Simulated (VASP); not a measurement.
# Pb (C2/m) in VASP: single point with PBEsol

Aim: the single point of Pb with PBEsol.

Everything below comes from runs of VASP 6.6.1. Logs are shortened: lines on timing, memory, paths and dates and some standing lists are left out, and cuts for length are marked.

### Step 1. The cell of the first run

Symmetry: C2/m, No. 12, monoclinic system. Conventional cell: a = 6.127 Å, b = 3.467 Å, c = 3.428 Å, α = 90.00°, β = 122.86°, γ = 90.00°. Within 4.5 Å of Pb (site symmetry 2/m) lie 12 Pb at 3.43 to 3.57 Å.

### Step 2. Single point, PBEsol (volume scaled by 1.020, then relaxed in part)

File INCAR:

```
SYSTEM = Pb
PREC = Accurate
ENCUT = 520
EDIFF = 1E-6
ISMEAR = -1
SIGMA = 0.05
LREAL = .False.
LASPH = .True.
NELM = 100
ALGO = Normal
ISIF = 2
LWAVE = .False.
LCHARG = .True.
GGA = PS
LELF = .True.
LVHAR = .True.
NBANDS = 21
```

File KPOINTS:

```
Automatic mesh
0
Gamma
  10 10 6
  0 0 0
```

File POSCAR:

```
Pb
1.0
    3.0894379972     -1.7336705114     -0.4428646424
    3.0894379972      1.7336705114     -0.4428646424
   -3.0392053998      0.0000000000      6.1466240728
Pb
2
Direct
    0.0000000000      0.0000000000      0.2500000000
    1.0000000000      1.0000000000      0.7500000000
```

Potentials or basis: VASP PAW PBE potentials, release 64 (Pb_d).

Run with:

```sh
$ cat potpaw_PBE.64/Pb_d/POTCAR > POTCAR
$ mpirun -np 1 vasp_std > vasp.out
```

OUTCAR:

```text
SYSTEM = Pb
   PREC = Accurate
   ENCUT = 520
   EDIFF = 1E-6
   ISMEAR = -1
   LREAL = .False.
   LASPH = .True.
   NELM = 100
   ISIF = 2
   GGA = PS

 ion  position               nearest neighbor table
   1  0.000  0.000  0.250-   2 3.43   2 3.43   2 3.52   2 3.52   2 3.52   2 3.52
   2  0.000  0.000  0.750-   1 3.43   1 3.43   1 3.52   1 3.52   1 3.52   1 3.52

  Warning from LATTYP: Got some problem with cell dimensions!
  Tried to take original basis but could not verify dimensions!
  LATTYP: Found a base centered monoclinic cell.
 ALAT       =     6.2420369208
 B/A-ratio  =     0.5554822996
 C/A-ratio  =     0.9814976115
 COS(beta)  =    -0.3854364839

  Lattice vectors:

 A1 = (  -3.0894379972,   1.7336705114,   0.4428646424)
 A2 = (  -3.0894379972,  -1.7336705114,   0.4428646424)
 A3 = (   3.1396705946,   0.0000000000,   5.2608947880)

Analysis of symmetry for initial positions (statically):
=====================================================================
 Subroutine PRICEL returns following result:

  Warning from LATTYP: Got some problem with cell dimensions!
  Tried to take original basis but could not verify dimensions!
  LATTYP: Found a base centered monoclinic cell.
 ALAT       =     6.1265443288
 B/A-ratio  =     0.5659537966
 C/A-ratio  =     0.5596098852
 COS(beta)  =    -0.5426079841

  Lattice vectors:

 A1 = (  -1.5698352973,   1.7336705114,  -2.6304473940)
 A2 = (  -1.5698352973,  -1.7336705114,  -2.6304473940)
 A3 = (  -1.5196026999,   0.0000000000,   3.0733120364)

   2 primitive cells build up your supercell.

 Routine SETGRP: Setting up the symmetry group for a
 base centered monoclinic supercell.

 Subroutine GETGRP returns: Found  4 space group operations
 (whereof  4 operations were pure point group operations)
 out of a pool of  4 trial point group operations.

The static configuration has the point symmetry C_2h.

Analysis of symmetry for dynamics (positions and initial velocities):
=====================================================================
 Subroutine PRICEL returns following result:

  Warning from LATTYP: Got some problem with cell dimensions!
  Tried to take original basis but could not verify dimensions!
  LATTYP: Found a base centered monoclinic cell.
 ALAT       =     6.1265443288
 B/A-ratio  =     0.5659537966
 C/A-ratio  =     0.5596098852
 COS(beta)  =    -0.5426079841

  Lattice vectors:

 A1 = (  -1.5698352973,   1.7336705114,  -2.6304473940)
 A2 = (  -1.5698352973,  -1.7336705114,  -2.6304473940)
 A3 = (  -1.5196026999,   0.0000000000,   3.0733120364)

   2 primitive cells build up your supercell.

 Routine SETGRP: Setting up the symmetry group for a
 base centered monoclinic supercell.

 Subroutine GETGRP returns: Found  4 space group operations
 (whereof  4 operations were pure point group operations)
 out of a pool of  4 trial point group operations.

The dynamic configuration has the point symmetry C_2h.

 Subroutine INISYM returns: Found  4 space group operations
 (whereof  4 operations are pure point group operations),
 and found     2 'primitive' translations

----------------------------------------------------------------------------------------

                                     Primitive cell

  volume of cell :      30.5883

  direct lattice vectors                    reciprocal lattice vectors
    -1.569835297  1.733670511 -2.630447394    -0.174187923  0.288405436 -0.086127421
    -1.569835297 -1.733670511 -2.630447394    -0.174187923 -0.288405436 -0.086127421
    -1.519602700  0.000000000  3.073312036    -0.298174845  0.000000000  0.177948967

  length of vectors
     3.519836615  3.519836615  3.428474769     0.347760062  0.347760062  0.347237775

  position of ions in fractional coordinates (direct lattice)
     0.000000000  0.000000000  0.500000000

  ion indices of the primitive-cell ions
   primitive index   ion index
                 1           1

----------------------------------------------------------------------------------------

 KPOINTS: Automatic mesh

Automatic generation of k-mesh.
 Grid dimensions read from file:
 generate k-points for:   10   10    6

 Generating k-lattice:

  Cartesian coordinates                     Fractional coordinates (reciprocal lattice)
     0.017418792 -0.028840544  0.008612742     0.100000000  0.000000000 -0.000000000
     0.017418792  0.028840544  0.008612742     0.000000000  0.100000000 -0.000000000
     0.004183417  0.000000000  0.029183651     0.000000000  0.000000000  0.166666667

  Length of vectors
     0.034776006  0.034776006  0.029481968

  Shift w.r.t. Gamma in fractional coordinates (k-lattice)
     0.000000000  0.000000000  0.000000000

 Subroutine IBZKPT returns following result:
 ===========================================

 Found    172 irreducible k-points:

 Following reciprocal coordinates:
            Coordinates               Weight
  0.000000  0.000000  0.000000      1.000000
  0.100000 -0.000000  0.000000      4.000000
  0.200000 -0.000000  0.000000      4.000000
  0.300000 -0.000000  0.000000      4.000000
  0.400000 -0.000000  0.000000      4.000000
  0.500000 -0.000000  0.000000      2.000000
[... 16 lines left out ...]
  0.300000  0.300000  0.000000      2.000000
  0.400000  0.300000  0.000000      4.000000
 [... further k-points ...]
   k-points           NKPTS =    172   k-points in BZ     NKDIM =    172   number of bands    NBANDS=     21
   number of dos      NEDOS =    301   number of ions     NIONS =      2
   total plane-waves  NPLWV =  42336
   dimension x,y,z NGX =    28 NGY =   28 NGZ =   54
   dimension x,y,z NGXF=    56 NGYF=   56 NGZF=  108
   ions per type =               2
   NGX,Y,Z   is equivalent  to a cutoff of  13.04, 13.04, 13.09 a.u.
   NGXF,Y,Z  is equivalent  to a cutoff of  26.08, 26.08, 26.18 a.u.
 SYSTEM =  Pb
   PREC   = accura    normal or accurate (medium, high low for compatibility)
   ISTART =      0    job   : 0-new  1-cont  2-samecut
   ICHARG =      2    charge: 1-file 2-atom 10-const
   ISPIN  =      1    spin polarized calculation?
   LNONCOLLINEAR =      F non collinear calculations
   LSORBIT =      F    spin-orbit coupling
   LASPH  =      T    aspherical Exc in radial PAW
   ENCUT  =  520.0 eV  38.22 Ry    6.18 a.u.   6.64  6.64 12.75*2*pi/ulx,y,z
   NELM   =    100;   NELMIN=  2; NELMDL= -5     # of ELM steps
   EDIFF  = 0.1E-05   stopping-criterion for ELM
   LREAL  =      F    real-space projection
[... 7 lines left out ...]
   TEBEG  =    0.0;   TEEND  =   0.0 temperature during run
   PSTRESS=    0.0 pullay stress
   NELECT =      28.0000    total number of electrons
   NUPDOWN=      -1.0000    fix difference up-down
   EMIN   =  10.00;   EMAX   =-10.00  energy-range for DOS
   EFERMI =   0.00;   METHOD = LEGACY
   ISMEAR =    -1;   SIGMA  =   0.05  broadening in eV -4-tet -1-fermi 0-gaus
   EFERMI_NEDOS =   21; number of points for ismear=-14 and -15
   IALGO  =     38    algorithm
   IMIX   =      4    mixing-type and parameters
     AMIX     =   0.40;   BMIX     =  1.00
     AMIX_MAG =   1.60;   BMIX_MAG =  1.00
  volume/ion in A,a.u.               =      30.59       206.42
  Fermi-wavevector in a.u.,A,eV,Ry     =   1.261631  2.384137 21.656577  1.591714
  Thomas-Fermi vector in A             =   2.395081
   LORBIT       =      0    0 simple, 1 ext, 2 COOP (PROOUT), +10 PAW based schemes
   GGA     = PS    functional components
   LHFCALC =     F    Hartree Fock is set to
   AEXX    =    0.0000 exact exchange contribution
   IVDW    =     0    specifies the selected vdW correction
   LEPSILON=     F    determine dielectric tensor
   LRPA    =     F    only Hartree local field effects (RPA)
 non-spin polarized calculation
  energy-cutoff  :      520.00
  volume of cell :       61.18
 maximum number of plane-waves:      1672
   NGX = 13   NGY = 13   NGZ = 25

 number of electron      28.0000004 magnetization

 Free energy of the ion-electron system (eV)
  ---------------------------------------------------
  ext. energy  EPLUGINS =         0.00000000
  ---------------------------------------------------
  free energy    TOTEN  =        -7.99712010 eV

  energy without entropy =       -7.99035490  energy(sigma->0) =       -7.99373750

 E-fermi :   7.0067     XC(G=0): -10.2990

 val. band max:        6.9548371341   @ k =  -0.3000  -0.4000   0.1667
 cond. band min:       7.0221070062   @ k =  -0.3000   0.4000   0.1667
 fundamental gap:      0.0672698722
 Fermi energy:         7.0066855505

 k-point     1 :       0.0000    0.0000    0.0000
  band No.  band energies     occupation
      1     -10.0285      2.00000
      2     -10.0081      2.00000
      3      -9.9943      2.00000
      4      -9.9625      2.00000
      5      -9.9523      2.00000
      6      -9.9437      2.00000
[... 13 lines left out ...]
     20      16.2106      0.00000
     21      16.8275      0.00000

 k-point     2 :       0.1000   -0.0000    0.0000
  band No.  band energies     occupation
      1     -10.0188      2.00000
      2     -10.0002      2.00000
      3      -9.9701      2.00000
      4      -9.9608      2.00000
      5      -9.9400      2.00000
      6      -9.9394      2.00000
[... 13 lines left out ...]
     20      16.4995      0.00000
     21      17.0564      0.00000

 k-point     3 :       0.2000   -0.0000    0.0000
  band No.  band energies     occupation
      1     -10.0172      2.00000
      2     -10.0056      2.00000
      3      -9.9639      2.00000
      4      -9.9336      2.00000
      5      -9.9169      2.00000
      6      -9.8895      2.00000
[... 13 lines left out ...]
     20      16.1551      0.00000
     21      18.4028      0.00000
[... 457 lines left out ...]
 k-point    23 :       0.3000    0.3000    0.0000
  band No.  band energies     occupation
      1     -10.1167      2.00000
      2      -9.9879      2.00000
      3      -9.9839      2.00000
      4      -9.9520      2.00000
      5      -9.8796      2.00000
      6      -9.7994      2.00000
[... 13 lines left out ...]
     20      14.5856      0.00000
     21      15.5950      0.00000

 k-point    24 :       0.4000    0.3000    0.0000
  band No.  band energies     occupation
      1     -10.1188      2.00000
      2      -9.9986      2.00000
      3      -9.9936      2.00000
      4      -9.9644      2.00000
      5      -9.8950      2.00000
      6      -9.7901      2.00000
[... 13 lines left out ...]
     20      15.2726      0.00000
     21      15.8232      0.00000

 [... further k-points ...]

------------------------ aborting loop because EDIFF is reached ----------------------------------------

  FORCE on cell =-STRESS in cart. coord.  units (eV):
  Direction    XX          YY          ZZ          XY          YZ          ZX
  --------------------------------------------------------------------------------------
  -------------------------------------------------------------------------------------
  Total       -0.3589150     -0.3727180     -0.3860644      0.0000000      0.0000000     -0.0176525
  in kB       -9.3997657     -9.7612572    -10.1107913      0.0000000      0.0000000     -0.4623078
  external PRESSURE =      -9.7572714 kB  Pullay stress =       0.0000000 kB

 VOLUME and BASIS-vectors are now :
 -----------------------------------------------------------------------------
  energy-cutoff  :      520.00
  volume of cell :       61.18
      direct lattice vectors                 reciprocal lattice vectors
     3.089437997 -1.733670511 -0.442864642     0.174187923 -0.288405436  0.086127421
     3.089437997  1.733670511 -0.442864642     0.174187923  0.288405436  0.086127421
    -3.039205400  0.000000000  6.146624073     0.025100501  0.000000000  0.175101904

 POSITION                                       TOTAL-FORCE (eV/Angst)
 -----------------------------------------------------------------------------------
     -0.75980      0.00000      1.53666         0.000000     -0.000000      0.000000
     -2.27940      0.00000      4.60997        -0.000000      0.000000     -0.000000
 -----------------------------------------------------------------------------------
    total drift:                               -0.000000      0.000000      0.000000

  FREE ENERGIE OF THE ION-ELECTRON SYSTEM (eV)
  ---------------------------------------------------
  free  energy   TOTEN  =        -7.9971201023 eV

  energy  without entropy=       -7.9903549029  energy(sigma->0) =       -7.99373750
```

It took 68 s on 1 thread of Intel Xeon 6975P-C (Granite Rapids), shared host; peak memory 0.31 GiB.

Results:

* Free energy: -7.9971 eV
* Pressure: -1.0 GPa
* Band gap on the k mesh: zero (band 14 reaches 11.92 eV, above the bottom of band 15 at 5.33 eV)

Caveat: the PAW data sets were made with another functional, which shifts forces and pressure a little; spin-orbit coupling is left out, which moves the levels of the heavy elements.
